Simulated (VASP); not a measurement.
Wanted: the native input for a VASP 6.6.1 run.

- Task: single point
- Functional: HSE06
- Potentials or basis: VASP PAW PBE potentials, release 64 (Ga_d, N)
- Cutoff: 520 eV
- k mesh: 6 × 6 × 6
- Occupations: gaussian, width 0.01 eV
- Spin: no spin polarisation
- Dipole correction: no
- Grid for exact exchange (PRECFOCK): Normal
- Further INCAR settings: ALGO = Normal; EDIFF = 1e-07; NBANDS = 16
- Share of exact exchange: 0.25
- Screening parameter: 0.2079 1/Å

Crystal: GaN.

```
CELL_PARAMETERS angstrom
0.00000 2.24895 2.24895
2.23681 0.00000 2.24895
2.23681 2.24895 0.00000
ATOMIC_POSITIONS crystal
Ga 0.00000 0.00000 0.00000
N 0.25000 0.25000 0.25000
```

This cell differs from its parent crystal: uniaxial x strain -0.5%.

These files were run (other wordings do the same):

POSCAR

```
GaN
1.0
    0.0000000000      2.2489525415      2.2489525415
    2.2368081978      0.0000000000      2.2489525415
    2.2368081978      2.2489525415      0.0000000000
Ga N
1 1
Direct
    0.0000000000      0.0000000000      0.0000000000
    0.2500000000      0.2500000000      0.2500000000
```

INCAR.step1

```
ALGO = Normal
EDIFF = 1E-5
ENCUT = 520
GGA = PE
ISIF = 2
ISMEAR = 0
LASPH = True
LCHARG = False
LREAL = False
LWAVE = True
NBANDS = 16
NELM = 100
PREC = Accurate
SIGMA = 0.01
```

INCAR.step2

```
ALGO = Normal
EDIFF = 1E-7
ENCUT = 520
GGA = PE
HFSCREEN = 0.2079
ISIF = 2
ISMEAR = 0
ISTART = 1
LASPH = True
LCHARG = False
LHFCALC = True
LREAL = False
LWAVE = False
NBANDS = 16
NELM = 100
PREC = Accurate
PRECFOCK = Normal
SIGMA = 0.01
```

KPOINTS

```
k-points
0
Gamma
  6 6 6
```

Potentials or basis: VASP PAW PBE potentials, release 64 (Ga_d, N).

Command:

```bash
$ cat potpaw_PBE.64/Ga_d/POTCAR potpaw_PBE.64/N/POTCAR > POTCAR
$ cp INCAR.step1 INCAR
$ mpirun -np 1 vasp_std > vasp.out
$ cp INCAR.step2 INCAR
$ mpirun -np 1 vasp_std > vasp.out
```

Results of the run:

The pressure is 1.0 GPa. The band gap on the k mesh is 3.05 eV.

Caveat: the cell differs from its parent crystal (uniaxial x strain -0.5%); the PAW data sets were made with another functional, which shifts forces and pressure a little.

It took 38 min on 1 thread of AMD EPYC 7R13 Processor (Zen 3), with other jobs on the host, peak memory 0.23 GiB.
